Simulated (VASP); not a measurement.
# ZrC (Fm-3m) in VASP: density of states with PBE

Aim: the density of states of ZrC with PBE.

All numbers are computed with VASP 6.6.1; they aren't measurements. Logs are shortened: lines on timing, memory, paths and dates and some standing lists are left out, and cuts for length are marked.

### Step 1. The cell of the first run

The structure is cubic, space group Fm-3m (No. 225). Conventional cell: a = 4.709 Å, b = 4.709 Å, c = 4.709 Å, α = 90.00°, β = 90.00°, γ = 90.00°. Within 3.1 Å of Zr (site symmetry m-3m) lie 6 C at 2.35 Å. C (site symmetry m-3m) has 6 Zr at 2.35 Å within 3.1 Å.

### Step 2. Density of states, PBE, non-collinear spin, zero start, spin-orbit coupling

Contents of POSCAR:

```
ZrC
1.0
    0.0000000000      2.3543976079      2.3543976079
    2.3543976079      0.0000000000      2.3543976079
    2.3543976079      2.3543976079      0.0000000000
Zr C
1 1
Direct
    0.5000000000      0.5000000000      0.5000000000
    0.0000000000      0.0000000000      0.0000000000
```

Contents of INCAR.step1:

```
PREC = Accurate ; ENCUT = 520
EDIFF = 1E-6 ; ISMEAR = 0
SIGMA = 0.1 ; LREAL = F
LASPH = T ; NELM = 150
ALGO = Normal ; ISIF = 2
LWAVE = F ; LCHARG = T
LNONCOLLINEAR = T ; MAGMOM = 0 0 0 0 0 0
LSORBIT = T ; GGA_COMPAT = F
LORBMOM = T ; LMAXMIX = 4
GGA = PE ; NBANDS = 28
```

Contents of KPOINTS.step1:

```
regular mesh
0
Gamma
  16 16 16
```

Contents of INCAR.step2:

```
PREC = Accurate ; ENCUT = 520
EDIFF = 1E-6 ; ISMEAR = -5
SIGMA = 0.1 ; LREAL = F
LASPH = T ; NELM = 150
ALGO = Normal ; ISIF = 2
LWAVE = F ; LCHARG = F
LNONCOLLINEAR = T ; MAGMOM = 0 0 0 0 0 0
LORBIT = 11 ; LSORBIT = T
GGA_COMPAT = F ; LORBMOM = T
LMAXMIX = 4 ; GGA = PE
NBANDS = 28 ; NEDOS = 2001
ICHARG = 11
```

Contents of KPOINTS.step2:

```
regular mesh
0
Gamma
  24 24 24
```

Potentials or basis: VASP PAW PBE potentials, release 64 (Zr_sv, C).

Run with:

```console
$ cat potpaw_PBE.64/Zr_sv/POTCAR potpaw_PBE.64/C/POTCAR > POTCAR
$ cp INCAR.step1 INCAR
$ cp KPOINTS.step1 KPOINTS
$ mpirun -np 1 vasp_ncl > vasp.out
$ cp INCAR.step2 INCAR
$ cp KPOINTS.step2 KPOINTS
$ mpirun -np 1 vasp_ncl > vasp.out
```

OUTCAR:

```text
PREC = Accurate
   ENCUT = 520
   EDIFF = 1E-6
   ISMEAR = -5
   LREAL = F
   LASPH = T
   NELM = 150
   ISIF = 2
   LNONCOLLINEAR = T
   LORBIT = 11
   LSORBIT = T
   GGA = PE
   ICHARG = 11

 ion  position               nearest neighbor table
   1  0.500  0.500  0.500-   2 2.35   2 2.35   2 2.35   2 2.35   2 2.35   2 2.35
   2  0.000  0.000  0.000-   1 2.35   1 2.35   1 2.35   1 2.35   1 2.35   1 2.35

  LATTYP: Found a face centered cubic cell.
 ALAT       =     4.7087952158

  Lattice vectors:

 A1 = (   0.0000000000,   2.3543976079,   2.3543976079)
 A2 = (   2.3543976079,   0.0000000000,   2.3543976079)
 A3 = (   2.3543976079,   2.3543976079,   0.0000000000)

Analysis of symmetry for initial positions (statically):
=====================================================================
 Subroutine PRICEL returns:
 Original cell was already a primitive cell.

 Routine SETGRP: Setting up the symmetry group for a
 face centered cubic supercell.

 Subroutine GETGRP returns: Found 48 space group operations
 (whereof 48 operations were pure point group operations)
 out of a pool of 48 trial point group operations.

The static configuration has the point symmetry O_h .

Analysis of symmetry for dynamics (positions and initial velocities):
=====================================================================
 Subroutine PRICEL returns:
 Original cell was already a primitive cell.

 Routine SETGRP: Setting up the symmetry group for a
 face centered cubic supercell.

 Subroutine GETGRP returns: Found 48 space group operations
 (whereof 48 operations were pure point group operations)
 out of a pool of 48 trial point group operations.

The dynamic configuration has the point symmetry O_h .

Analysis of structural, dynamic, and magnetic symmetry:
=====================================================================
 Subroutine PRICEL returns:
 Original cell was already a primitive cell.

 Routine SETGRP: Setting up the symmetry group for a
 face centered cubic supercell.

 Subroutine GETGRP returns: Found 48 space group operations
 (whereof 48 operations were pure point group operations)
 out of a pool of 48 trial point group operations.

The overall configuration has the point symmetry O_h .

 Subroutine INISYM returns: Found 48 space group operations
 (whereof 48 operations are pure point group operations),
 and found     1 'primitive' translations

----------------------------------------------------------------------------------------

                                     Primitive cell

  volume of cell :      26.1017

  direct lattice vectors                    reciprocal lattice vectors
     0.000000000  2.354397608  2.354397608    -0.212368547  0.212368547  0.212368547
     2.354397608  0.000000000  2.354397608     0.212368547 -0.212368547  0.212368547
     2.354397608  2.354397608  0.000000000     0.212368547  0.212368547 -0.212368547

  length of vectors
     3.329621028  3.329621028  3.329621028     0.367833114  0.367833114  0.367833114

  position of ions in fractional coordinates (direct lattice)
     0.500000000  0.500000000  0.500000000
     0.000000000  0.000000000  0.000000000

  ion indices of the primitive-cell ions
   primitive index   ion index
                 1           1
                 2           2

----------------------------------------------------------------------------------------

 KPOINTS: regular mesh

Automatic generation of k-mesh.
 Grid dimensions read from file:
 generate k-points for:   24   24   24

 Generating k-lattice:

[... 87 lines left out ...]
   LORBIT       =     11    0 simple, 1 ext, 2 COOP (PROOUT), +10 PAW based schemes
   GGA     = PE    functional components
   LHFCALC =     F    Hartree Fock is set to
   AEXX    =    0.0000 exact exchange contribution
   IVDW    =     0    specifies the selected vdW correction
   LEPSILON=     F    determine dielectric tensor
   LRPA    =     F    only Hartree local field effects (RPA)
 Fermi weights with tetrahedron method with Bloechl corrections
  energy-cutoff  :      520.00
  volume of cell :       26.10
 maximum number of plane-waves:      1450
 NGX is ok and might be reduce to    28

 number of electron      16.0000000 magnetization       0.0000000      0.0000000      0.0000000

 Free energy of the ion-electron system (eV)
  ---------------------------------------------------
  ext. energy  EPLUGINS =         0.00000000
  ---------------------------------------------------
  free energy    TOTEN  =       -19.53155033 eV

  energy without entropy =      -19.53155033  energy(sigma->0) =      -19.53155033

 E-fermi :   9.5807     XC(G=0): -12.1072

 val. band max:        9.6813914555   @ k =  -0.0417   0.0417   0.0000
 cond. band min:       9.5266964395   @ k =   0.2500   0.2083   0.0000
 fundamental gap:     -0.1546950160
 Fermi energy:         9.5806505807

 k-point     1 :       0.0000    0.0000    0.0000
  band No.  band energies     occupation
      1     -38.5750      1.00000
      2     -38.5750      1.00000
      3     -17.4678      1.00000
      4     -17.4678      1.00000
      5     -15.7158      1.00000
      6     -15.7158      1.00000
[... 733 lines left out ...]
     27      19.5320      0.00000
     28      19.5320      0.00000

 [... further k-points ...]
[... 5 lines left out ...]
  --------------------------------------------------------------------------------------
  -------------------------------------------------------------------------------------
  Total        0.0314794      0.0314794      0.0314794      0.0000000      0.0000000     -0.0000000
  in kB        1.9322700      1.9322700      1.9322700      0.0000000      0.0000000     -0.0000000
  external PRESSURE =       1.9322700 kB  Pullay stress =       0.0000000 kB

 VOLUME and BASIS-vectors are now :
 -----------------------------------------------------------------------------
  energy-cutoff  :      520.00
  volume of cell :       26.10
      direct lattice vectors                 reciprocal lattice vectors
     0.000000000  2.354397608  2.354397608    -0.212368547  0.212368547  0.212368547
     2.354397608  0.000000000  2.354397608     0.212368547 -0.212368547  0.212368547
     2.354397608  2.354397608  0.000000000     0.212368547  0.212368547 -0.212368547

 POSITION                                       TOTAL-FORCE (eV/Angst)
 -----------------------------------------------------------------------------------
      2.35440      2.35440      2.35440        -0.000000     -0.000000      0.000000
      0.00000      0.00000      0.00000         0.000000      0.000000     -0.000000
 -----------------------------------------------------------------------------------
    total drift:                                0.000000      0.000000      0.000000

  FREE ENERGIE OF THE ION-ELECTRON SYSTEM (eV)
  ---------------------------------------------------
  free  energy   TOTEN  =       -19.5315503254 eV

  energy  without entropy=      -19.5315503254  energy(sigma->0) =      -19.53155033

 orbital moment (x)

 # of ion     p       d       tot
 ----------------------------------------
  1         0.000   0.000   0.000
  2         0.000   0.000   0.000
 ----------------------------------------
            0.000   0.000   0.000

 orbital moment (y)

 # of ion     p       d       tot
 ----------------------------------------
  1        -0.000  -0.000  -0.000
  2         0.000   0.000   0.000
 ----------------------------------------
            0.000  -0.000  -0.000

 orbital moment (z)

 # of ion     p       d       tot
 ----------------------------------------
  1         0.000   0.000   0.000
  2         0.000   0.000   0.000
 ----------------------------------------
            0.000   0.000   0.000

 Spin-Orbit-Coupling matrix elements

 Ion:    1  E_soc:     -0.1390304
 l=   1
     0.0000000    -0.0225985    -0.0225985
    -0.0225985     0.0000000    -0.0225985
    -0.0225985    -0.0225985     0.0000000
 l=   2
     0.0000000    -0.0001170     0.0000000    -0.0001170    -0.0004562
    -0.0001170     0.0000000    -0.0003422    -0.0001170    -0.0001141
     0.0000000    -0.0003422     0.0000000    -0.0003422     0.0000000
    -0.0001170    -0.0001170    -0.0003422     0.0000000    -0.0001141
    -0.0004562    -0.0001141     0.0000000    -0.0001141     0.0000000
 l=   3
     0.0000000     0.0000000     0.0000000     0.0000000     0.0000000     0.0000000     0.0000000
     0.0000000     0.0000000     0.0000000     0.0000000     0.0000000     0.0000000     0.0000000
     0.0000000     0.0000000     0.0000000     0.0000000     0.0000000     0.0000000     0.0000000
     0.0000000     0.0000000     0.0000000     0.0000000     0.0000000     0.0000000     0.0000000
     0.0000000     0.0000000     0.0000000     0.0000000     0.0000000     0.0000000     0.0000000
     0.0000000     0.0000000     0.0000000     0.0000000     0.0000000     0.0000000     0.0000000
     0.0000000     0.0000000     0.0000000     0.0000000     0.0000000     0.0000000     0.0000000

 Ion:    2  E_soc:     -0.0001196
 l=   1
     0.0000000    -0.0000199    -0.0000199
    -0.0000199     0.0000000    -0.0000199
    -0.0000199    -0.0000199     0.0000000
 l=   2
     0.0000000     0.0000000     0.0000000     0.0000000     0.0000000
     0.0000000     0.0000000     0.0000000     0.0000000     0.0000000
     0.0000000     0.0000000     0.0000000     0.0000000     0.0000000
     0.0000000     0.0000000     0.0000000     0.0000000     0.0000000
     0.0000000     0.0000000     0.0000000     0.0000000     0.0000000
 l=   3
     0.0000000     0.0000000     0.0000000     0.0000000     0.0000000     0.0000000     0.0000000
     0.0000000     0.0000000     0.0000000     0.0000000     0.0000000     0.0000000     0.0000000
     0.0000000     0.0000000     0.0000000     0.0000000     0.0000000     0.0000000     0.0000000
     0.0000000     0.0000000     0.0000000     0.0000000     0.0000000     0.0000000     0.0000000
     0.0000000     0.0000000     0.0000000     0.0000000     0.0000000     0.0000000     0.0000000
     0.0000000     0.0000000     0.0000000     0.0000000     0.0000000     0.0000000     0.0000000
     0.0000000     0.0000000     0.0000000     0.0000000     0.0000000     0.0000000     0.0000000

 total charge

# of ion       s       p       d       tot
------------------------------------------
    1        2.174   6.042   1.620   9.836
    2        0.885   1.472   0.000   2.357
--------------------------------------------------
tot          3.059   7.514   1.620  12.193

 magnetization (x)

# of ion       s       p       d       tot
------------------------------------------
    1       -0.000   0.000  -0.000  -0.000
    2        0.000   0.000   0.000   0.000
--------------------------------------------------
tot         -0.000   0.000  -0.000  -0.000

 magnetization (y)

# of ion       s       p       d       tot
------------------------------------------
    1       -0.000  -0.000  -0.000  -0.000
    2        0.000   0.000   0.000   0.000
--------------------------------------------------
tot         -0.000   0.000  -0.000  -0.000

 magnetization (z)

# of ion       s       p       d       tot
------------------------------------------
    1       -0.000  -0.000  -0.000  -0.000
    2       -0.000   0.000   0.000   0.000
--------------------------------------------------
tot         -0.000   0.000  -0.000   0.000
```

Run time: 6.5 min. Hardware: 1 thread of Intel Xeon 6975P-C (Granite Rapids), shared host; peak memory 0.56 GiB.

Results:

```
Net moment                                            : 0.00 μB per cell
Valence electrons inside the program's atomic spheres : Zr 9.84; C 2.36
```

Moments on the atoms (μB; x, y, z):
```
Zr  0.00 0.00 0.00
C   0.00 0.00 0.00
```
